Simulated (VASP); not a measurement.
Wanted: the native input for a VASP 6.6.1 run.

```
Task                   : single point
Functional             : PBE
Potentials or basis    : VASP PAW PBE potentials, release 64 (Co, Cl)
Cutoff                 : 520 eV
k mesh                 : 6 × 6 × 6
Occupations            : gaussian, width 0.05 eV
Spin                   : collinear spin
Starting moments       : [2.74, -0.13, -0.13, -0.13] μB
Hubbard terms          : Co d U = 3.3 eV
Dipole correction      : no
Further INCAR settings : ALGO = Normal; EDIFF = 1e-07; NBANDS = 27
```

The structure of CoCl3 lies in POSCAR:

```
CoCl3
1.0
    4.8418929931      0.0000000000      0.0000000000
    0.0000000000      4.8418929931      0.0000000000
    0.0000000000      0.0000000000      4.8418929931
Co Cl
1 3
Direct
    0.0000000000      0.0000000000      0.0000000000
    0.5000000000      0.0000000000      0.0000000000
    0.0000000000      0.0000000000      0.5000000000
    0.0000000000      0.5000000000      0.0000000000
```

One way to write it, as run:

INCAR

```
  PREC = Accurate
  ENCUT = 520
  EDIFF = 1E-7
  ISMEAR = 0
  SIGMA = 0.05
  LREAL = False
  LASPH = True
  NELM = 150
  ALGO = Normal
  ISIF = 2
  LWAVE = False
  LCHARG = False
  ISPIN = 2
  MAGMOM = 2.74 -0.13 -0.13 -0.13
  LORBIT = 11
  LMAXMIX = 4
  LDAU = True
  LDAUTYPE = 2
  LDAUL = 2 -1
  LDAUU = 3.3 0
  LDAUJ = 0 0
  LDAUPRINT = 1
  GGA = PE
  NBANDS = 27
```

KPOINTS

```
Automatic mesh
0
Gamma
  6 6 6
```

Potentials or basis: VASP PAW PBE potentials, release 64 (Co, Cl).

Launch:

```bash
$ cat potpaw_PBE.64/Co/POTCAR potpaw_PBE.64/Cl/POTCAR > POTCAR
$ mpirun -np 1 vasp_std > vasp.out
```

Results of the run:

```json
{"Pressure": "-1.6 GPa", "Net moment": "3.84 μB per cell", "Site moments": "Co +2.75; Cl +0.28 μB", "Valence electrons inside the program's atomic spheres": "Co 7.61; Cl 5.07"}
```

Caveat: a cell with one magnetic atom can't hold antiferromagnetic order, which such compounds often take.

Wall time 68 s on 1 thread of AMD EPYC 9R45 96-Core Processor (Zen 5) (shared host), peak memory 0.26 GiB.
